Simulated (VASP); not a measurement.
Here is a VASP 6.6.1 calculation.

INCAR

```
PREC = Accurate
ENCUT = 520
EDIFF = 1E-8
ISMEAR = -1
SIGMA = 0.03
LREAL = False
LASPH = True
NELM = 80
ALGO = Normal
ISIF = 2
LWAVE = False
LCHARG = False
GGA = PE
LEFG = True
NBANDS = 26
```

Contents of KPOINTS:

```
regular mesh
0
Gamma
  8 8 5
```

The input POSCAR:

```
ZnS
1.0
    3.8236600001      0.0000000000      0.0000000000
   -1.9118300001      3.3113866955      0.0000000000
    0.0000000000      0.0000000000      6.2547111156
Zn S
2 2
Direct
    0.3333333333      0.6666666667      0.0000000000
    0.6666666667      0.3333333333      0.5000000000
    0.3333333333      0.6666666667      0.3850000000
    0.6666666667      0.3333333333      0.8850000000
```

Potentials or basis: VASP PAW PBE potentials, release 64 (Zn, S).

Launch:

```console
$ cat potpaw_PBE.64/Zn/POTCAR potpaw_PBE.64/S/POTCAR > POTCAR
$ mpirun -np 1 vasp_std > vasp.out
```

Q: Predict the pressure.

A: 1.7 GPa.

Q: What does it give for the band gap on the k mesh?

A: 2.21 eV.

Q: What does it give for the largest force?

A: 0.311 eV/Å.

Electric field gradients, principal values (V/Å²):
| atom | least | middle | greatest (by size) |
| --- | --- | --- | --- |
| 1 Zn | -9.532 | -9.545 | 19.077 |
| 2 Zn | -9.532 | -9.545 | 19.077 |
| 3 S | 2.947 | 2.947 | -5.894 |
| 4 S | 2.947 | 2.947 | -5.894 |

Caveat: without QUAD_EFG the Cq values of the log hold for a quadrupole moment of 1 mb, not for the nuclei.
